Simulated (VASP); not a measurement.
# PbS in VASP: settings compared, part 3 of 3

VASP 6.6.1. The steps go on from the part before.

### Step 6. Single point, HSE06

This run uses another cell than the first one, of 36.72 Å³/atom.

The input, POSCAR:

```
PbS
1.0
    0.0000000000      3.3238313106      3.3238313106
    3.3238313106      0.0000000000      3.3238313106
    3.3238313106      3.3238313106      0.0000000000
Pb S
1 1
Direct
    0.0000000000      0.0000000000      0.0000000000
    0.2500000000      0.2500000000      0.2500000000
```

The input, INCAR.step1:

```
ALGO = Normal
EDIFF = 1E-5
ENCUT = 520
GGA = PE
ISIF = 2
ISMEAR = 0
LASPH = T
LCHARG = F
LREAL = F
LWAVE = T
NBANDS = 17
NELM = 100
PREC = Accurate
SIGMA = 0.05
```

The input, INCAR.step2:

```
ALGO = Normal
EDIFF = 1E-7
ENCUT = 520
GGA = PE
HFSCREEN = 0.2079
ISIF = 2
ISMEAR = 0
ISTART = 1
LASPH = T
LCHARG = F
LHFCALC = T
LREAL = F
LWAVE = F
NBANDS = 17
NELM = 100
PREC = Accurate
PRECFOCK = Normal
SIGMA = 0.05
```

The input, KPOINTS:

```
k-points
0
Gamma
  4 4 4
```

Potentials or basis: VASP PAW PBE potentials, release 64 (Pb_d, S).

On the command line:

```bash
> cat potpaw_PBE.64/Pb_d/POTCAR potpaw_PBE.64/S/POTCAR > POTCAR
> cp INCAR.step1 INCAR
> mpirun -np 1 vasp_std > vasp.out
> cp INCAR.step2 INCAR
> mpirun -np 1 vasp_std > vasp.out
```

OUTCAR:

```text
EDIFF = 1E-7
   ENCUT = 520
   GGA = PE
   HFSCREEN = 0.2079
   ISIF = 2
   ISMEAR = 0
   ISTART = 1
   LASPH = T
   LHFCALC = T
   LREAL = F
   NELM = 100
   PREC = Accurate
   PRECFOCK = Normal

 ion  position               nearest neighbor table
   1  0.000  0.000  0.000-   2 2.88   2 2.88   2 2.88   2 2.88
   2  0.250  0.250  0.250-   1 2.88   1 2.88   1 2.88   1 2.88

  LATTYP: Found a face centered cubic cell.
 ALAT       =     6.6476626212

  Lattice vectors:

 A1 = (   0.0000000000,   3.3238313106,   3.3238313106)
 A2 = (   3.3238313106,   0.0000000000,   3.3238313106)
 A3 = (   3.3238313106,   3.3238313106,   0.0000000000)

Analysis of symmetry for initial positions (statically):
=====================================================================
 Subroutine PRICEL returns:
 Original cell was already a primitive cell.

 Routine SETGRP: Setting up the symmetry group for a
 face centered cubic supercell.

 Subroutine GETGRP returns: Found 24 space group operations
[... 153 lines left out ...]
  free energy    TOTEN  =        -9.98062787 eV

  energy without entropy =       -9.98062787  energy(sigma->0) =       -9.98062787

 E-fermi :   2.6134     XC(G=0):  -6.5714

 val. band max:        2.3372265093   @ k =  -0.2500   0.5000   0.2500
 cond. band min:       3.6861854839   @ k =   0.5000   0.5000   0.0000
 fundamental gap:      1.3489589746
 Fermi energy:         2.6134281509

 k-point     1 :       0.0000    0.0000    0.0000
  band No.  band energies     occupation
      1     -16.0194      2.00000
      2     -16.0194      2.00000
      3     -16.0194      2.00000
      4     -15.9789      2.00000
      5     -15.9789      2.00000
      6     -11.5431      2.00000
[... 137 lines left out ...]
      4     -15.9825      2.00000
      5     -15.9749      2.00000
      6     -10.5117      2.00000
[... 9 lines left out ...]
     16      12.7603      0.00000
     17      12.9531      0.00000

------------------------ aborting loop because EDIFF is reached ----------------------------------------

  FORCE on cell =-STRESS in cart. coord.  units (eV):
  Direction    XX          YY          ZZ          XY          YZ          ZX
  --------------------------------------------------------------------------------------
  -------------------------------------------------------------------------------------
  Total       -0.3365673     -0.3365673     -0.3365673      0.0000000      0.0000000      0.0000000
  in kB       -7.3423579     -7.3423579     -7.3423579      0.0000000      0.0000000      0.0000000
  external PRESSURE =      -7.3423579 kB  Pullay stress =       0.0000000 kB

 VOLUME and BASIS-vectors are now :
 -----------------------------------------------------------------------------
  energy-cutoff  :      520.00
  volume of cell :       73.44
      direct lattice vectors                 reciprocal lattice vectors
     0.000000000  3.323831311  3.323831311    -0.150428813  0.150428813  0.150428813
     3.323831311  0.000000000  3.323831311     0.150428813 -0.150428813  0.150428813
     3.323831311  3.323831311  0.000000000     0.150428813  0.150428813 -0.150428813

 POSITION                                       TOTAL-FORCE (eV/Angst)
 -----------------------------------------------------------------------------------
      0.00000      0.00000      0.00000         0.000000      0.000000      0.000000
      1.66192      1.66192      1.66192        -0.000000     -0.000000     -0.000000
 -----------------------------------------------------------------------------------
    total drift:                                0.000000     -0.000000     -0.000000

  FREE ENERGIE OF THE ION-ELECTRON SYSTEM (eV)
  ---------------------------------------------------
  free  energy   TOTEN  =        -9.9806278726 eV

  energy  without entropy=       -9.9806278726  energy(sigma->0) =       -9.98062787
```

OUTCAR.step1:

```text
EDIFF = 1E-5
   ENCUT = 520
   GGA = PE
   ISIF = 2
   ISMEAR = 0
[... 363 lines left out ...]
 -----------------------------------------------------------------------------------
      0.00000      0.00000      0.00000        -0.000000     -0.000000     -0.000000
      1.66192      1.66192      1.66192         0.000000      0.000000      0.000000
 -----------------------------------------------------------------------------------
    total drift:                                0.000000      0.000000      0.000000

  FREE ENERGIE OF THE ION-ELECTRON SYSTEM (eV)
  ---------------------------------------------------
  free  energy   TOTEN  =        -8.4136353856 eV

  energy  without entropy=       -8.4136353856  energy(sigma->0) =       -8.41363539
```

OSZICAR.step1:

```text
N       E                     dE             d eps       ncg     rms          rms(c)
DAV:   1     0.162858624352E+03    0.16286E+03   -0.91419E+03   272   0.115E+03
DAV:   2     0.581349425768E+01   -0.15705E+03   -0.15207E+03   288   0.295E+02
DAV:   3    -0.872623360916E+01   -0.14540E+02   -0.14459E+02   357   0.953E+01
DAV:   4    -0.912138064891E+01   -0.39515E+00   -0.39493E+00   334   0.194E+01
DAV:   5    -0.913580643359E+01   -0.14426E-01   -0.14425E-01   378   0.354E+00    0.480E+00
DAV:   6    -0.840622227706E+01    0.72958E+00   -0.22727E+00   412   0.891E+00    0.364E+00
DAV:   7    -0.840780831760E+01   -0.15860E-02   -0.18323E-01   291   0.204E+00    0.189E+00
DAV:   8    -0.841198500915E+01   -0.41767E-02   -0.18565E-02   334   0.145E+00    0.165E-01
DAV:   9    -0.841277321612E+01   -0.78821E-03   -0.60366E-03   360   0.521E-01    0.193E-01
DAV:  10    -0.841347979016E+01   -0.70657E-03   -0.89962E-04   299   0.199E-01    0.479E-02
DAV:  11    -0.841361601953E+01   -0.13623E-03   -0.21431E-04   314   0.122E-01    0.334E-02
DAV:  12    -0.841363427791E+01   -0.18258E-04   -0.37476E-05   297   0.607E-02    0.836E-03
DAV:  13    -0.841363538565E+01   -0.11077E-05   -0.23793E-06   275   0.139E-02
   1 F= -.84136354E+01 E0= -.84136354E+01  d E =-.315661E-12
```

Wall time 17 min (1 thread of Intel Xeon Platinum 8559C (Emerald Rapids), shared host); peak memory 0.32 GiB.

What came out:

* Free energy: -9.9806 eV
* Pressure: -0.7 GPa
* Band gap on the k mesh: 1.35 eV (least direct gap 1.85 eV)

Caveat: the PAW data sets were made with another functional, which shifts forces and pressure a little; spin-orbit coupling is left out, which moves the levels of the heavy elements.

### Step 7. Summary

| level | cell | k mesh | grid for exact exchange (PRECFOCK) | share of exact exchange | screening parameter | gap on the mesh (eV) | pressure (GPa) | largest force (eV/Å) |
| --- | --- | --- | --- | --- | --- | --- | --- | --- |
| PBE | a = 4.772, b = 4.701 Å, angles 60.5, 59.0, 60.5°, 2 atoms, atomic positions A | 10 × 10 × 10 | - | - | - | 0.89 | -1.0 | - |
| PBE | a = 4.701 Å, angles 60.0°, 2 atoms, atomic positions B | 10 × 10 × 10 | - | - | - | 0.89 | 0.0 | 0.06 |
| PBE | a = 4.701 Å, angles 60.0°, 2 atoms, atomic positions C | 10 × 10 × 10 | - | - | - | 0.89 | 0.0 | 0.15 |
| PBE | a = 4.701, b = 4.748 Å, angles 59.7, 59.3, 59.7°, 2 atoms, atomic positions A | 10 × 10 × 10 | - | - | - | 0.89 | 0.0 | 0.07 |
| HSE06 | a = 4.701 Å, angles 60.0°, 2 atoms, atomic positions A | 4 × 4 × 4 | Normal | 0.25 | 0.2079 1/Å | 1.35 | -0.7 | - |

Alike in all rows: task single point; potentials or basis VASP PAW PBE potentials, release 64 (Pb_d, S); no spin polarisation; cutoff (eV) 520; smearing gaussian 0.05 eV.

Caveats: spin-orbit coupling is left out, which moves the levels of the heavy elements; the PAW data sets were made with another functional, which shifts forces and pressure a little (at least some runs).

Total energies depend on the potentials used, so only differences within one code and one set of settings carry meaning.
